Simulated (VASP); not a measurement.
# CO2 (I-42d) in VASP: further runs

CO2 is run at these levels: PBEsol+D4; tasks: single point.

All numbers are computed with VASP 6.6.1; they aren't measurements. Logs are shortened: lines on timing, memory, paths and dates and some standing lists are left out, and cuts for length are marked.

### 1 The cell of the first run

It takes space group I-42d (No. 122, tetragonal). The conventional cell has a = 3.949 Å, b = 3.949 Å, c = 6.028 Å, α = 90.00°, β = 90.00°, γ = 90.00°. Within 1.9 Å of C (site symmetry -4) lie 4 O at 1.40 Å. O (site symmetry 2) has 2 C at 1.40 Å within 1.9 Å.

### 2 Single point, PBEsol+D4

INCAR

```
SYSTEM = CO2
  PREC = Accurate
  ENCUT = 520
  EDIFF = 1E-6
  ISMEAR = 0
  SIGMA = 0.01
  LREAL = .False.
  LASPH = .True.
  NELM = 100
  ALGO = Normal
  ISIF = 2
  LWAVE = .False.
  LCHARG = .False.
  GGA = PS
  IVDW = 13
  NBANDS = 25
```

KPOINTS

```
regular mesh
0
Gamma
  6 6 6
  0 0 0
```

POSCAR

```
CO2
1.0
   -1.9747300000      1.9747300000      3.0140600000
    1.9747300000     -1.9747300000      3.0140600000
    1.9747300000      1.9747300000     -3.0140600000
C O
2 4
Direct
    0.7500000000      0.2500000000      0.5000000000
    0.0000000000      0.0000000000      0.0000000000
    0.7098000000      0.1250000000      0.0848000000
    0.0402000000      0.6250000000      0.9152000000
    0.3750000000      0.2902000000      0.4152000000
    0.8750000000      0.9598000000      0.5848000000
```

Potentials or basis: VASP PAW PBE potentials, release 64 (C, O).

Command:

```bash
$ cat potpaw_PBE.64/C/POTCAR potpaw_PBE.64/O/POTCAR > POTCAR
$ mpirun -np 1 vasp_std > vasp.out
```

OUTCAR:

```text
SYSTEM = CO2
   PREC = Accurate
   ENCUT = 520
   EDIFF = 1E-6
   ISMEAR = 0
   LREAL = .False.
   LASPH = .True.
   NELM = 100
   ISIF = 2
   GGA = PS
   IVDW = 13

 ion  position               nearest neighbor table
   1  0.750  0.250  0.500-   3 1.40   4 1.40   5 1.40   6 1.40
   2  0.000  0.000  0.000-   3 1.40   4 1.40   5 1.40   6 1.40
   3  0.710  0.125  0.085-   1 1.40   2 1.40
   4  0.040  0.625  0.915-   1 1.40   2 1.40
   5  0.375  0.290  0.415-   1 1.40   2 1.40
   6  0.875  0.960  0.585-   1 1.40   2 1.40

  LATTYP: Found a body centered tetragonal cell.
 ALAT       =     3.9494600000
 C/A-ratio  =     1.5263149899

  Lattice vectors:

 A1 = (  -1.9747300000,   1.9747300000,   3.0140600000)
 A2 = (   1.9747300000,  -1.9747300000,   3.0140600000)
 A3 = (   1.9747300000,   1.9747300000,  -3.0140600000)

Analysis of symmetry for initial positions (statically):
=====================================================================
 Subroutine PRICEL returns:
 Original cell was already a primitive cell.

 Routine SETGRP: Setting up the symmetry group for a
 body centered tetragonal supercell.

 Subroutine GETGRP returns: Found  8 space group operations
 (whereof  4 operations were pure point group operations)
 out of a pool of 16 trial point group operations.

The static configuration has the point symmetry S_4 .
 The point group associated with its full space group is D_2d.

Analysis of symmetry for dynamics (positions and initial velocities):
=====================================================================
 Subroutine PRICEL returns:
 Original cell was already a primitive cell.

 Routine SETGRP: Setting up the symmetry group for a
 body centered tetragonal supercell.

 Subroutine GETGRP returns: Found  8 space group operations
 (whereof  4 operations were pure point group operations)
 out of a pool of 16 trial point group operations.

The dynamic configuration has the point symmetry S_4 .
 The point group associated with its full space group is D_2d.

 Subroutine INISYM returns: Found  8 space group operations
 (whereof  4 operations are pure point group operations),
 and found     1 'primitive' translations

----------------------------------------------------------------------------------------

                                     Primitive cell
[... 93 lines left out ...]
   ISPIN  =      1    spin polarized calculation?
   LNONCOLLINEAR =      F non collinear calculations
   LSORBIT =      F    spin-orbit coupling
   LASPH  =      T    aspherical Exc in radial PAW
   ENCUT  =  520.0 eV  38.22 Ry    6.18 a.u.   7.64  7.64  7.64*2*pi/ulx,y,z
   NELM   =    100;   NELMIN=  2; NELMDL= -5     # of ELM steps
   EDIFF  = 0.1E-05   stopping-criterion for ELM
   LREAL  =      F    real-space projection
[... 7 lines left out ...]
   TEBEG  =    0.0;   TEEND  =   0.0 temperature during run
   PSTRESS=    0.0 pullay stress
   NELECT =      32.0000    total number of electrons
   NUPDOWN=      -1.0000    fix difference up-down
   EMIN   =  10.00;   EMAX   =-10.00  energy-range for DOS
   EFERMI =   0.00;   METHOD = LEGACY
   ISMEAR =     0;   SIGMA  =   0.01  broadening in eV -4-tet -1-fermi 0-gaus
   EFERMI_NEDOS =   21; number of points for ismear=-14 and -15
   IALGO  =     38    algorithm
   IMIX   =      4    mixing-type and parameters
     AMIX     =   0.40;   BMIX     =  1.00
     AMIX_MAG =   1.60;   BMIX_MAG =  1.00
  volume/ion in A,a.u.               =       7.84        52.88
  Fermi-wavevector in a.u.,A,eV,Ry     =   1.440066  2.721330 28.215625  2.073790
  Thomas-Fermi vector in A             =   2.558852
   LORBIT       =      0    0 simple, 1 ext, 2 COOP (PROOUT), +10 PAW based schemes
   GGA     = PS    functional components
   LHFCALC =     F    Hartree Fock is set to
   AEXX    =    0.0000 exact exchange contribution
   IVDW    =    13    specifies the selected vdW correction
   LEPSILON=     F    determine dielectric tensor
   LRPA    =     F    only Hartree local field effects (RPA)
 non-spin polarized calculation
 Gauss-broadening in eV      SIGMA  =   0.01
  energy-cutoff  :      520.00
  volume of cell :       47.01
 maximum number of plane-waves:      1307
 NGX is ok and might be reduce to    32
   NGX = 15   NGY = 15   NGZ = 15

 number of electron      32.0000003 magnetization

 Free energy of the ion-electron system (eV)
  ---------------------------------------------------
  ext. energy  EPLUGINS =         0.00000000
  ---------------------------------------------------
  free energy    TOTEN  =       -46.09521144 eV

  energy without entropy =      -46.09521144  energy(sigma->0) =      -46.09521144

 E-fermi :   2.1870     XC(G=0): -11.3354

 val. band max:        2.0724073759   @ k =   0.5000   0.0000  -0.0000
 cond. band min:       9.5989189930   @ k =   0.0000   0.0000   0.0000
 fundamental gap:      7.5265116170
 Fermi energy:         2.1869526390

 k-point     1 :       0.0000    0.0000    0.0000
  band No.  band energies     occupation
      1     -21.8683      2.00000
      2     -16.7650      2.00000
      3     -16.7650      2.00000
      4     -16.1504      2.00000
      5     -12.5015      2.00000
      6      -7.5848      2.00000
[... 661 lines left out ...]
     24      16.3861      0.00000
     25      16.5882      0.00000

 [... further k-points ...]

------------------------ aborting loop because EDIFF is reached ----------------------------------------

  DFT-D4 for vdW energy calculation

  Edisp (eV):   -0.42985

  FORCE on cell =-STRESS in cart. coord.  units (eV):
  Direction    XX          YY          ZZ          XY          YZ          ZX
  --------------------------------------------------------------------------------------
  -------------------------------------------------------------------------------------
  Total      -1.65265    -1.65265    -2.15653     0.00000     0.00000     0.00000
  in kB     -56.32023   -56.32023   -73.49174     0.00000     0.00000     0.00000
  external pressure =      -62.04 kB  Pullay stress =        0.00 kB

 VOLUME and BASIS-vectors are now :
 -----------------------------------------------------------------------------
  energy-cutoff  :      520.00
  volume of cell :       47.01
      direct lattice vectors                 reciprocal lattice vectors
    -1.974730000  1.974730000  3.014060000     0.000000000  0.253199172  0.165889199
     1.974730000 -1.974730000  3.014060000     0.253199172  0.000000000  0.165889199
     1.974730000  1.974730000 -3.014060000     0.253199172  0.253199172  0.000000000

 POSITION                                       TOTAL-FORCE (eV/Angst)
 -----------------------------------------------------------------------------------
      0.00000      1.97473      1.50703         0.000000     -0.000000      0.000000
      0.00000      0.00000      0.00000         0.000000     -0.000000     -0.000000
     -0.98737      1.32228      2.26055         0.000000      0.119141      0.000000
      2.96210      0.65245     -0.75352         0.000000     -0.119141      0.000000
      0.65245      0.98737      0.75351        -0.119141     -0.000000      0.000000
      1.32228      0.98736      3.76757         0.119141     -0.000000      0.000000
 -----------------------------------------------------------------------------------
    total drift:                                0.000001      0.000001      0.000001

  FREE ENERGIE OF THE ION-ELECTRON SYSTEM (eV)
  ---------------------------------------------------
  free  energy   TOTEN  =       -46.5250656042 eV

  energy  without entropy=      -46.5250656042  energy(sigma->0) =      -46.52506560
```

OSZICAR:

```text
N       E                     dE             d eps       ncg     rms          rms(c)
DAV:   1     0.147085791670E+03    0.14709E+03   -0.18401E+04  1500   0.127E+03
DAV:   2    -0.411913800198E+02   -0.18828E+03   -0.18130E+03  1954   0.296E+02
DAV:   3    -0.488533725132E+02   -0.76620E+01   -0.76151E+01  1983   0.575E+01
DAV:   4    -0.489191717771E+02   -0.65799E-01   -0.65747E-01  1774   0.607E+00
DAV:   5    -0.489198334756E+02   -0.66170E-03   -0.66149E-03  1946   0.566E-01    0.125E+01
DAV:   6    -0.461685403149E+02    0.27513E+01   -0.54790E+00  1879   0.191E+01    0.513E+00
DAV:   7    -0.461236230242E+02    0.44917E-01   -0.64516E-01  1883   0.552E+00    0.284E+00
DAV:   8    -0.460987319947E+02    0.24891E-01   -0.69102E-02  1844   0.239E+00    0.509E-01
DAV:   9    -0.460951903230E+02    0.35417E-02   -0.15287E-02  1939   0.103E+00    0.182E-01
DAV:  10    -0.460952481049E+02   -0.57782E-04   -0.19275E-03  1968   0.323E-01    0.686E-02
DAV:  11    -0.460952059948E+02    0.42110E-04   -0.18534E-04  1851   0.105E-01    0.203E-02
DAV:  12    -0.460952112217E+02   -0.52268E-05   -0.19568E-05  1773   0.321E-02    0.526E-03
DAV:  13    -0.460952114393E+02   -0.21769E-06   -0.23672E-06  1699   0.117E-02
   1 F= -.46525066E+02 E0= -.46525066E+02  d E =-.108876E-60
```

stdout:

```text
POSCAR found type information on POSCAR C O
 POSCAR found :  2 types and       6 ions
 scaLAPACK will be used
 -----------------------------------------------------------------------------
|                                                                             |
|                                                                             |
|     You enforced a specific xc type in the INCAR file but a different       |
|     I HOPE YOU KNOW WHAT YOU ARE DOING!                                     |
|                                                                             |
 -----------------------------------------------------------------------------

 LDA part: xc-table for (Slater+PW92), standard interpolation
 POSCAR, INCAR and KPOINTS ok, starting setup
 FFT: planning ... GRIDC
 FFT: planning ... GRID_SOFT
 FFT: planning ... GRID
 WAVECAR not read
 entering main loop
```

Wall time 42 s (1 thread of AMD EPYC 7R43 (Zen 3), shared host); peak memory 0.13 GiB.

What came out:

* Free energy: -46.5251 eV
* Pressure: -6.2 GPa
* Largest force: 0.119 eV/Å
* Band gap on the k mesh: 7.53 eV, indirect (least direct gap 8.00 eV)
* Dispersion energy per atom: -0.072 eV

Forces on the atoms (eV/Å):
```
C    0.000  0.000  0.000
C    0.000  0.000  0.000
O    0.000  0.119  0.000
O    0.000 -0.119  0.000
O   -0.119  0.000  0.000
O    0.119  0.000  0.000
```

Caveat: the PAW data sets were made with another functional, which shifts forces and pressure a little. A k mesh can miss the band edges.

(Continued in part 2 of 2.)
